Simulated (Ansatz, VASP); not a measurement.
## Two plane-wave programs on Si

```
CELL_PARAMETERS angstrom
2.48485 0.00000 0.00000
0.00000 3.50475 0.00000
0.00000 0.00000 16.00000
ATOMIC_POSITIONS crystal
Si 0.00000 0.00000 0.55638
Si 0.50000 0.50000 0.44362
```

Alike in both runs: task single point; functional PBE; k mesh 8 × 6 × 1; occupations gaussian, width 0.1 eV; no spin polarisation.

|  | VASP | Ansatz |
| --- | --- | --- |
| version | VASP 6.6.1 | Ansatz 0.2.0 |
| potentials or method | VASP PAW PBE potentials, release 64 (Si), cutoff 520 eV | scalar-relativistic, plane waves, PAW |
| valence electrons in the cell | 8 | 8 |

|  | VASP | Ansatz | Ansatz less VASP |
| --- | --- | --- | --- |
| gap on the k mesh at the Fermi level (eV) | none | none | - |
| rms of the force components (eV/Å) | 0.753 | 0.749 | -0.0038 |

Atom by atom the forces differ by 0.004 eV/Å (rms over components). A gap of «none» marks a metal or a gap that the smearing closes. Ansatz's warnings: slab cell height set.
